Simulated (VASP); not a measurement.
# SrVO3 (P4/mmm) in VASP: single point with PBEsol

Aim: the single point of SrVO3 with PBEsol.

Everything below comes from runs of VASP 6.6.1. Logs are shortened: lines on timing, memory, paths and dates and some standing lists are left out, and cuts for length are marked.

## (1) The cell of the first run

The structure is tetragonal, space group P4/mmm (No. 123). Conventional cell: a = 3.753 Å, b = 3.753 Å, c = 4.039 Å, α = 90.00°, β = 90.00°, γ = 90.00°. Within 3.5 Å of Sr (site symmetry 4/mmm) lie 12 O at 2.65 to 2.76 Å and 8 V at 3.33 Å. Within 2.5 Å of V (site symmetry 4/mmm) lie 6 O at 1.88 to 2.02 Å. Within 2.8 Å of O (site symmetry 4/mmm) lie 2 V at 2.02 Å and 4 Sr at 2.65 Å and 8 O at 2.76 Å. O (site symmetry mmm) has 2 V at 1.88 Å within 2.5 Å.

## (2) Single point, PBEsol, collinear spin, ferromagnetic start (uniaxial strain along a: +6.0 %)

File INCAR:

```
SYSTEM = SrVO3
PREC     = Accurate       ! precision mode
ENCUT    = 520            ! plane-wave cutoff, eV
EDIFF    = 1E-7           ! SCF threshold, eV
ISMEAR   = 0              ! smearing method
SIGMA    = 0.1            ! smearing width, eV
LREAL    = .FALSE.        ! projectors in reciprocal space
LASPH    = .TRUE.         ! aspherical terms in the spheres
NELM     = 150            ! most SCF steps
ALGO     = Normal         ! electronic algorithm
ISIF     = 2              ! what is computed and relaxed
LWAVE    = .FALSE.        ! write WAVECAR
LCHARG   = .FALSE.        ! write CHGCAR
ISPIN    = 2              ! spin polarisation
MAGMOM   = 0 0.22 0 0 0   ! initial moments
LORBIT   = 11             ! projections on sites
LMAXMIX  = 4              ! l up to which the mixer works
GGA      = PS             ! functional
NBANDS   = 32             ! bands
```

File KPOINTS:

```
regular mesh
0
G
  10 10 10
  0 0 0
```

File POSCAR:

```
SrVO3
1.0
    4.0389400120      0.0000000000      0.0000000000
    0.0000000000      3.7531659545      0.0000000000
    0.0000000000      0.0000000000      3.7531659545
Sr V O
1 1 3
Direct
    0.5000000000      0.5000000000      0.5000000000
    0.0000000000      0.0000000000      0.0000000000
    0.5000000000      0.0000000000      0.0000000000
    0.0000000000      0.5000000000      0.0000000000
    0.0000000000      0.0000000000      0.5000000000
```

Potentials or basis: VASP PAW PBE potentials, release 64 (Sr_sv, V_sv, O).

Run with:

```console
$ cat potpaw_PBE.64/Sr_sv/POTCAR potpaw_PBE.64/V_sv/POTCAR potpaw_PBE.64/O/POTCAR > POTCAR
$ mpirun -np 1 vasp_std > vasp.out
```

OUTCAR:

```text
SYSTEM = SrVO3
   PREC = Accurate
   ENCUT = 520
   EDIFF = 1E-7
   ISMEAR = 0
   LREAL = .FALSE.
   LASPH = .TRUE.
   NELM = 150
   ISIF = 2
   ISPIN = 2
   LORBIT = 11
   GGA = PS

 ion  position               nearest neighbor table
   1  0.500  0.500  0.500-   3 2.65   3 2.65   3 2.65   3 2.65   4 2.76   5 2.76   5 2.76   4 2.76
                             4 2.76   5 2.76   4 2.76   5 2.76   2 3.33   2 3.33   2 3.33   2 3.33
   2  0.000  0.000  0.000-   4 1.88   5 1.88   5 1.88   4 1.88   3 2.02   3 2.02   1 3.33   1 3.33
                             1 3.33   1 3.33   1 3.33   1 3.33   1 3.33   1 3.33
   3  0.500  0.000  0.000-   2 2.02   2 2.02   1 2.65   1 2.65   1 2.65   1 2.65
   4  0.000  0.500  0.000-   2 1.88   2 1.88   1 2.76   1 2.76   1 2.76   1 2.76
   5  0.000  0.000  0.500-   2 1.88   2 1.88   1 2.76   1 2.76   1 2.76   1 2.76

  LATTYP: Found a simple tetragonal cell.
 ALAT       =     3.7531659545
 C/A-ratio  =     1.0761421320

  Lattice vectors:

 A1 = (   0.0000000000,   3.7531659545,   0.0000000000)
 A2 = (   0.0000000000,   0.0000000000,   3.7531659545)
 A3 = (   4.0389400120,   0.0000000000,   0.0000000000)

Analysis of symmetry for initial positions (statically):
=====================================================================
 Subroutine PRICEL returns:
 Original cell was already a primitive cell.

 Routine SETGRP: Setting up the symmetry group for a
 simple tetragonal supercell.

 Subroutine GETGRP returns: Found 16 space group operations
 (whereof 16 operations were pure point group operations)
 out of a pool of 16 trial point group operations.

The static configuration has the point symmetry D_4h.

Analysis of symmetry for dynamics (positions and initial velocities):
=====================================================================
 Subroutine PRICEL returns:
 Original cell was already a primitive cell.

 Routine SETGRP: Setting up the symmetry group for a
 simple tetragonal supercell.

 Subroutine GETGRP returns: Found 16 space group operations
 (whereof 16 operations were pure point group operations)
 out of a pool of 16 trial point group operations.

The dynamic configuration has the point symmetry D_4h.

Analysis of structural, dynamic, and magnetic symmetry:
=====================================================================
 Subroutine PRICEL returns:
 Original cell was already a primitive cell.

 Routine SETGRP: Setting up the symmetry group for a
 simple tetragonal supercell.

 Subroutine GETGRP returns: Found 16 space group operations
 (whereof 16 operations were pure point group operations)
 out of a pool of 16 trial point group operations.

The overall configuration has the point symmetry D_4h.

 Subroutine INISYM returns: Found 16 space group operations
 (whereof 16 operations are pure point group operations),
 and found     1 'primitive' translations

----------------------------------------------------------------------------------------

                                     Primitive cell

  volume of cell :      56.8935

  direct lattice vectors                    reciprocal lattice vectors
     4.038940012  0.000000000  0.000000000     0.247589713  0.000000000  0.000000000
     0.000000000  3.753165955  0.000000000     0.000000000  0.266441722  0.000000000
     0.000000000  0.000000000  3.753165955     0.000000000  0.000000000  0.266441722

  length of vectors
     4.038940012  3.753165955  3.753165955     0.247589713  0.266441722  0.266441722

  position of ions in fractional coordinates (direct lattice)
     0.500000000  0.500000000  0.500000000
     0.000000000  0.000000000  0.000000000
     0.500000000  0.000000000  0.000000000
     0.000000000  0.500000000  0.000000000
     0.000000000  0.000000000  0.500000000

  ion indices of the primitive-cell ions
   primitive index   ion index
                 1           1
                 2           2
                 3           3
                 4           4
                 5           5

----------------------------------------------------------------------------------------

 KPOINTS: regular mesh

Automatic generation of k-mesh.
 Grid dimensions read from file:
 generate k-points for:   10   10   10

 Generating k-lattice:

  Cartesian coordinates                     Fractional coordinates (reciprocal lattice)
     0.024758971  0.000000000  0.000000000     0.100000000  0.000000000  0.000000000
     0.000000000  0.026644172  0.000000000     0.000000000  0.100000000  0.000000000
     0.000000000  0.000000000  0.026644172     0.000000000  0.000000000  0.100000000

  Length of vectors
     0.024758971  0.026644172  0.026644172

  Shift w.r.t. Gamma in fractional coordinates (k-lattice)
     0.000000000  0.000000000  0.000000000

 Subroutine IBZKPT returns following result:
 ===========================================

 Found    126 irreducible k-points:

 Following reciprocal coordinates:
            Coordinates               Weight
  0.000000  0.000000  0.000000      1.000000
  0.100000  0.000000  0.000000      2.000000
  0.200000  0.000000  0.000000      2.000000
  0.300000  0.000000  0.000000      2.000000
  0.400000  0.000000  0.000000      2.000000
  0.500000  0.000000  0.000000      1.000000
[... 16 lines left out ...]
  0.400000  0.300000  0.000000      8.000000
  0.500000  0.300000  0.000000      4.000000
 [... further k-points ...]
   k-points           NKPTS =    126   k-points in BZ     NKDIM =    126   number of bands    NBANDS=     32
   number of dos      NEDOS =    301   number of ions     NIONS =      5
   total plane-waves  NPLWV =  23520
   dimension x,y,z NGX =    30 NGY =   28 NGZ =   28
   dimension x,y,z NGXF=    60 NGYF=   56 NGZF=   56
   ions per type =               1   1   3
   NGX,Y,Z   is equivalent  to a cutoff of  12.35, 12.40, 12.40 a.u.
   NGXF,Y,Z  is equivalent  to a cutoff of  24.70, 24.81, 24.81 a.u.
 SYSTEM =  SrVO3
   PREC   = accura    normal or accurate (medium, high low for compatibility)
   ISTART =      0    job   : 0-new  1-cont  2-samecut
   ICHARG =      2    charge: 1-file 2-atom 10-const
   ISPIN  =      2    spin polarized calculation?
   LNONCOLLINEAR =      F non collinear calculations
   LSORBIT =      F    spin-orbit coupling
   LASPH  =      T    aspherical Exc in radial PAW
   ENCUT  =  520.0 eV  38.22 Ry    6.18 a.u.   7.51  6.98  6.98*2*pi/ulx,y,z
   NELM   =    150;   NELMIN=  2; NELMDL= -5     # of ELM steps
   EDIFF  = 0.1E-06   stopping-criterion for ELM
   LREAL  =      F    real-space projection
   EDIFFG = 0.1E-05   stopping-criterion for IOM
   NSW    =      0    number of steps for IOM
   IBRION =     -1    ionic relax: 0-MD 1-quasi-New 2-CG
   NFREE  =      0    steps in history (QN), initial steepest desc. (CG)
   ISIF   =      2    stress and relaxation
   ISYM   =      2    0-nonsym 1-usesym 2-fastsym
   POTIM  = 0.5000    time-step for ionic-motion
   TEBEG  =    0.0;   TEEND  =   0.0 temperature during run
   PSTRESS=    0.0 pullay stress
   NELECT =      41.0000    total number of electrons
   NUPDOWN=      -1.0000    fix difference up-down
   EMIN   =  10.00;   EMAX   =-10.00  energy-range for DOS
   EFERMI =   0.00;   METHOD = LEGACY
   ISMEAR =     0;   SIGMA  =   0.10  broadening in eV -4-tet -1-fermi 0-gaus
   EFERMI_NEDOS =   21; number of points for ismear=-14 and -15
   IALGO  =     38    algorithm
   IMIX   =      4    mixing-type and parameters
     AMIX     =   0.40;   BMIX     =  1.00
     AMIX_MAG =   1.60;   BMIX_MAG =  1.00
  volume/ion in A,a.u.               =      11.38        76.79
  Fermi-wavevector in a.u.,A,eV,Ry     =   1.467738  2.773622 29.310407  2.154254
  Thomas-Fermi vector in A             =   2.583320
   LORBIT       =     11    0 simple, 1 ext, 2 COOP (PROOUT), +10 PAW based schemes
   GGA     = PS    functional components
   LHFCALC =     F    Hartree Fock is set to
   AEXX    =    0.0000 exact exchange contribution
   IVDW    =     0    specifies the selected vdW correction
   LEPSILON=     F    determine dielectric tensor
   LRPA    =     F    only Hartree local field effects (RPA)
 spin polarized calculation
 Gauss-broadening in eV      SIGMA  =   0.10
  energy-cutoff  :      520.00
  volume of cell :       56.89
 maximum number of plane-waves:      1552
   NGX = 15   NGY = 13   NGZ = 13

 number of electron      40.9999966 magnetization       0.1845563

 Free energy of the ion-electron system (eV)
  ---------------------------------------------------
  ext. energy  EPLUGINS =         0.00000000
  ---------------------------------------------------
  free energy    TOTEN  =       -41.24563388 eV

  energy without entropy =      -41.23560184  energy(sigma->0) =      -41.24061786

 E-fermi :   6.1173     XC(G=0): -11.8179

 val. band max:        6.1142757151   @ k =   0.4000   0.2000   0.1000
 cond. band min:       6.1224037861   @ k =   0.5000   0.2000   0.1000
 fundamental gap:      0.0081280710
 Fermi energy:         6.1172839616

 spin component 1

 k-point     1 :       0.0000    0.0000    0.0000
  band No.  band energies     occupation
      1     -59.5579      1.00000
      2     -33.5532      1.00000
      3     -33.5532      1.00000
      4     -33.4384      1.00000
      5     -28.2920      1.00000
      6     -13.6641      1.00000
[... 829 lines left out ...]
     31      15.4101      0.00000
     32      15.9647      0.00000

 [... further k-points ...]

 spin component 2

 k-point     1 :       0.0000    0.0000    0.0000
  band No.  band energies     occupation
      1     -59.3794      1.00000
      2     -33.3715      1.00000
      3     -33.3715      1.00000
      4     -33.2772      1.00000
      5     -28.2919      1.00000
      6     -13.6549      1.00000
[... 829 lines left out ...]
     31      15.4162      0.00000
     32      15.9748      0.00000

 [... further k-points ...]
[... 5 lines left out ...]
  --------------------------------------------------------------------------------------
  -------------------------------------------------------------------------------------
  Total       -4.3748297      0.5947402      0.5947402      0.0000000      0.0000000      0.0000000
  in kB     -123.1994574     16.7484612     16.7484612      0.0000000      0.0000000      0.0000000
  external PRESSURE =     -29.9008450 kB  Pullay stress =       0.0000000 kB

 VOLUME and BASIS-vectors are now :
 -----------------------------------------------------------------------------
  energy-cutoff  :      520.00
  volume of cell :       56.89
      direct lattice vectors                 reciprocal lattice vectors
     4.038940012  0.000000000  0.000000000     0.247589713  0.000000000  0.000000000
     0.000000000  3.753165955  0.000000000     0.000000000  0.266441722  0.000000000
     0.000000000  0.000000000  3.753165955     0.000000000  0.000000000  0.266441722

 POSITION                                       TOTAL-FORCE (eV/Angst)
 -----------------------------------------------------------------------------------
      2.01947      1.87658      1.87658         0.000000      0.000000      0.000000
      0.00000      0.00000      0.00000         0.000000      0.000000      0.000000
      2.01947      0.00000      0.00000         0.000000      0.000000      0.000000
      0.00000      1.87658      0.00000         0.000000      0.000000      0.000000
      0.00000      0.00000      1.87658         0.000000      0.000000      0.000000
 -----------------------------------------------------------------------------------
    total drift:                                0.000000     -0.000000      0.000000

  FREE ENERGIE OF THE ION-ELECTRON SYSTEM (eV)
  ---------------------------------------------------
  free  energy   TOTEN  =       -41.2456338838 eV

  energy  without entropy=      -41.2356018354  energy(sigma->0) =      -41.24061786

 total charge

# of ion       s       p       d       tot
------------------------------------------
    1        1.998   5.766   0.223   7.988
    2        2.291   6.362   2.982  11.634
    3        1.552   3.438   0.000   4.990
    4        1.564   3.472   0.000   5.035
    5        1.564   3.472   0.000   5.035
--------------------------------------------------
tot          8.968  22.510   3.205  34.683

 magnetization (x)

# of ion       s       p       d       tot
------------------------------------------
    1       -0.000  -0.000   0.000   0.000
    2        0.001   0.001   0.168   0.170
    3       -0.000  -0.003   0.000  -0.003
    4       -0.000   0.002   0.000   0.002
    5       -0.000   0.002   0.000   0.002
--------------------------------------------------
tot          0.001   0.001   0.168   0.170
```

It took 7.7 min on 1 thread of Intel Xeon 8259CL, shared host; peak memory 0.44 GiB.

Results:

* Free energy: -41.2456 eV
* Pressure: -3.0 GPa
* Net moment: 0.18 μB per cell
* Site moments: Sr +0.00; V +0.17; O -0.00, +0.00 (each value once) μB
* Valence electrons inside the program's atomic spheres: Sr 7.99; V 11.63; O 4.99, 5.04 (each value once)

Stress tensor (GPa, compression positive):
```
-12.32   0.00   0.00
  0.00   1.67   0.00
  0.00   0.00   1.67
```

Levels at points of the mesh, in eV from the Fermi level:
Spin up:
| k point | band 16 | band 17 | band 18 | band 19 | band 20 | band 21 | band 22 | band 23 | band 24 | band 25 |
| --- | --- | --- | --- | --- | --- | --- | --- | --- | --- | --- |
| (0.00, 0.00, 0.00) | -3.14 | -3.14 | -2.43 | -2.40 | -2.40 | -1.08 | -1.08 | -1.05 | 0.94 | 1.49 |
| (0.50, 0.00, 0.00) | -4.12 | -4.05 | -4.05 | -2.82 | -2.82 | -0.97 | 0.52 | 0.52 | 1.52 | 3.25 |
| (0.00, 0.50, 0.00) | -4.85 | -4.57 | -4.14 | -2.95 | -2.82 | -0.93 | 1.06 | 1.10 | 1.13 | 3.74 |
| (0.50, 0.50, 0.00) | -4.73 | -4.16 | -3.83 | -3.81 | -2.29 | 0.49 | 1.08 | 1.22 | 2.45 | 5.17 |
| (0.00, 0.50, 0.50) | -5.49 | -4.06 | -3.31 | -3.31 | -1.98 | 1.11 | 1.11 | 1.45 | 1.81 | 6.06 |
| (0.50, 0.50, 0.50) | -5.78 | -5.78 | -2.09 | -2.09 | -1.92 | 1.44 | 1.44 | 1.67 | 4.85 | 4.93 |
Spin down:
```csv
k point,band 18,band 19,band 20,band 21,band 22,band 23
"(0.00, 0.00, 0.00)",-2.43,-2.40,-2.40,-0.91,-0.91,-0.84
"(0.50, 0.00, 0.00)",-4.02,-2.81,-2.81,-0.76,0.66,0.66
"(0.00, 0.50, 0.00)",-4.14,-2.95,-2.82,-0.75,1.17,1.28
"(0.50, 0.50, 0.00)",-3.82,-3.80,-2.28,0.64,1.27,1.38
"(0.00, 0.50, 0.50)",-3.31,-3.31,-1.97,1.27,1.27,1.66
"(0.50, 0.50, 0.50)",-2.09,-2.09,-1.91,1.60,1.60,1.87
```

Caveat: the cell differs from its parent crystal (uniaxial strain along a: +6.0 %); the stress differs along the axes, from -12 to 2 GPa; the PAW data sets were made with another functional, which shifts forces and pressure a little; semilocal functionals often make such compounds metallic where correlation or magnetic order opens a gap, which also shifts bond lengths.
